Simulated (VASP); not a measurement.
Crystal: BP.

```xyz
2
Lattice="2.7081 0.0000 0.0000 0.0000 2.7081 0.0000 0.0000 0.0000 2.7081" Properties=species:S:1:pos:R:3 pbc="T T T"
B     0.0000    0.0000    0.0000
P     1.3540    1.3540    1.3540
```

Base run:

```yaml
Program: VASP 6.6.1
Functional: r2SCAN
Potentials_or_basis: VASP PAW PBE potentials, release 64 (B, P)
Cutoff: 550 eV
k_mesh: 8 × 8 × 8
Occupations: fermi-dirac, width 0.02 eV
Spin: no spin polarisation
```

Its results: band gap on the k mesh zero (band 4 reaches 13.40 eV, above the bottom of band 5 at 6.95 eV); pressure -0.2 GPa.

Question: The run is repeated on the same cell with these changes: functional from r2SCAN to PBE; cutoff from 550 eV to 500 eV. What comes out?

Answer: Band gap on the k mesh zero (band 4 reaches 13.10 eV, above the bottom of band 5 at 7.08 eV); pressure 0.3 GPa.

Caveats: the PAW data sets were made with another functional, which shifts forces and pressure a little (some runs).
